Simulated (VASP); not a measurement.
W, 1 atom in the cell. Symmetry: Fm-3m, No. 225, cubic system. The conventional cell has a = 4.037 Å, b = 4.037 Å, c = 4.037 Å, α = 90.00°, β = 90.00°, γ = 90.00°. Within 3.8 Å of W (site symmetry m-3m) lie 12 W at 2.85 Å. This isn't the form of W at room conditions, which is bcc.

| Property | Result |
| --- | --- |
| Program | VASP 6.6.1 |
| Task | relaxation of cell and atoms |
| Functional | PBE |
| Potentials or basis | VASP PAW PBE potentials, release 64 (W_sv) |
| Cutoff | 600 eV |
| k mesh | 20 × 20 × 20 |
| Occupations | fermi-dirac, width 0.15 eV |
| Spin | no spin polarisation |
| Dipole correction | no |
| Further INCAR settings | ALGO = Normal; EDIFF = 1e-06; IBRION = 2; EDIFFG = -0.001; NSW = 80; ISIF = 3 |

Potentials or basis: VASP PAW PBE potentials, release 64 (W_sv).

Launch:

```console
$ cat potpaw_PBE.64/W_sv/POTCAR > POTCAR
$ mpirun -np 1 vasp_std > vasp.out
```

Hardware: 1 thread of Intel Xeon 8259CL, with other jobs on the host.

Question: Estimate the wall time of this run.

Answer: Run time: 62 s on 1 thread of Intel Xeon 8259CL (shared host), peak memory 0.19 GiB. Counts: scf iterations 23, k points 256, ion steps 3.
